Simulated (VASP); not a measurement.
A run of VASP 6.6.1 is set up as follows.

The input INCAR:

```
SYSTEM = Ti3Al
  PREC = Accurate
  ENCUT = 520
  EDIFF = 1E-6
  ISMEAR = -1
  SIGMA = 0.05
  LREAL = .False.
  LASPH = .True.
  NELM = 100
  ALGO = Fast
  ISIF = 2
  LWAVE = .False.
  LCHARG = .False.
  GGA = PS
  NBANDS = 28
```

The input KPOINTS:

```
Automatic mesh
0
Gamma
  10 10 3
  0 0 0
```

The input POSCAR:

```
Ti3Al
1.0
    2.7037507730      0.0000000000      0.0000000000
   -1.3518753865      2.3415168549      0.0000000000
    0.0000000000      0.0000000000      8.6922264368
Ti Al
3 1
Direct
    0.3333333333      0.6666666667      0.2503730381
    0.3333333333      0.6666666667      0.7496269619
    0.6666666667      0.3333333333      0.0000000000
    0.6666666667      0.3333333333      0.5000000000
```

Potentials or basis: VASP PAW PBE potentials, release 64 (Ti_sv, Al).

Command:

```bash
$ cat potpaw_PBE.64/Ti_sv/POTCAR potpaw_PBE.64/Al/POTCAR > POTCAR
$ mpirun -np 1 vasp_std > vasp.out
```

**Question.** Estimate the largest force.

**Answer.** 0.023 eV/Å.

**Question.** Estimate the pressure.

**Answer.** 29.1 GPa.

Forces on the atoms (eV/Å):
```
Ti   0.000  0.000 -0.023
Ti   0.000  0.000  0.023
Ti   0.000  0.000  0.000
Al   0.000  0.000  0.000
```

Caveat: the PAW data sets were made with another functional, which shifts forces and pressure a little.
